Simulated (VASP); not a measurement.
A run of VASP 6.6.1 is set up as follows.

The input INCAR:

```
SYSTEM = BaTiO3
PREC = Accurate
ENCUT = 520
EDIFF = 1E-6
ISMEAR = 0
SIGMA = 0.05
LREAL = .False.
LASPH = .True.
NELM = 100
ALGO = Normal
ISIF = 2
LWAVE = .False.
LCHARG = .False.
GGA = PE
NBANDS = 28
```

The input KPOINTS:

```
Automatic mesh
0
Gamma
  6 6 6
  0 0 0
```

POSCAR

```
BaTiO3
1.0
    2.6912864496      1.6529946342      2.3563003940
   -2.6912864496      1.6529946342      2.3563003940
    0.0000000000     -3.3059892684      2.3563003940
Ba Ti O
1 1 3
Direct
    0.0049545205      0.0049545205      0.0049545205
    0.5191875227      0.5191875227      0.5191875227
    0.4883938465      0.4883938465      0.9777702638
    0.4883938465      0.9777702638      0.4883938465
    0.9777702638      0.4883938465      0.4883938465
```

Potentials or basis: VASP PAW PBE potentials, release 64 (Ba_sv, Ti_sv, O).

Command:

```console
$ cat potpaw_PBE.64/Ba_sv/POTCAR potpaw_PBE.64/Ti_sv/POTCAR potpaw_PBE.64/O/POTCAR > POTCAR
$ mpirun -np 1 vasp_std > vasp.out
```

Predict the pressure.

13.8 GPa.

Predict the band gap on the k mesh.

2.60 eV (least direct gap 2.95 eV).

What does it give for the largest force?

0.967 eV/Å.

Stress tensor (GPa, compression positive):
```
24.50  0.00  0.00
 0.00  8.87 -0.17
 0.00 -0.17  7.99
```

Caveat: the cell differs from its parent crystal (strain -0.0600 x Voigt [1, 0, 0, 0, 0, 0]); the cell stands under pressure; spin-orbit coupling is left out, which moves the levels of the heavy elements. A k mesh can miss the band edges.
